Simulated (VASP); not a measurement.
Runs of VASP 6.6.1 on ZnO. The structure is that of space group Cmmm (No. 65), or close to it. The cells are those of the table. 

| task | level | potentials or basis | cell | cutoff (eV) | gap on the mesh (eV) | pressure (GPa) | relaxed volume (Å³/atom) |
| --- | --- | --- | --- | --- | --- | --- | --- |
| single point | PBEsol+D3(BJ) | VASP PAW PBE potentials, release 64 (Zn, O) | a = 3.130, b = 3.130, c = 2.764 Å, angles 90.0, 90.0, 125.3°, 2 atoms | 520 | none | 1.2 | - |
| single point | PBEsol+D4 | VASP PAW PBE potentials, release 64 (Zn, O) | a = 3.181, b = 3.181, c = 2.771 Å, angles 90.0, 90.0, 126.4°, 2 atoms | 520 | none | 1.2 | - |
| single point | PBEsol | VASP PAW PBE potentials, release 64 (Zn, O) | a = 3.343, b = 3.343, c = 2.789 Å, angles 90.0, 90.0, 129.4°, 2 atoms | 520 | none | (b) | - |
| relaxation of cell and atoms | RPBE+D3(BJ) | VASP PAW PBE potentials, release 64 (Zn, O) | relaxed from a = 3.807, b = 3.807, c = 2.838 Å, angles 90.0, 90.0, 135.8°, 2 atoms | 600 | none | 0.1 | 9.74 |
| relaxation of cell and atoms | PBEsol+D4 | VASP PAW PBE potentials, release 64 (Zn, O) | relaxed from a = 3.807, b = 3.807, c = 2.838 Å, angles 90.0, 90.0, 135.8°, 2 atoms | 600 | none | 0.0 | (a) |
| single point | LDA | VASP PAW LDA potentials, release 64 (Zn, O) | a = 3.205, b = 3.205, c = 2.752 Å, angles 90.0, 90.0, 127.5°, 2 atoms | 520 | none | 1.4 | - |
| single point | r2SCAN | VASP PAW PBE potentials, release 64 (Zn, O) | a = 3.358, b = 3.358, c = 2.790 Å, angles 90.0, 90.0, 129.6°, 2 atoms | 520 | 0.19 | 1.1 | - |
| single point | RPBE+D3(BJ) | VASP PAW PBE potentials, release 64 (Zn, O) | a = 2.823, b = 2.823, c = 2.720 Å, angles 90.0, 90.0, 116.2°, 2 atoms | 520 | none | 1.4 | - |

Alike in all rows: no spin polarisation; k mesh 10 × 10 × 9; smearing fermi-dirac 0.05 eV.

Problem. Fill in the values left out.

Solution. (a) 11.26; (b) 1.0.

Caveats: the PAW data sets were made with another functional, which shifts forces and pressure a little (some runs); pairwise dispersion overbinds metals, which lowers pressure and volume (some runs); the volume moved by over 15 % at a fixed basis, so the end points are rough (some runs).

A k mesh can miss the band edges.

A gap of «none» marks levels without a gap at the run's occupations.
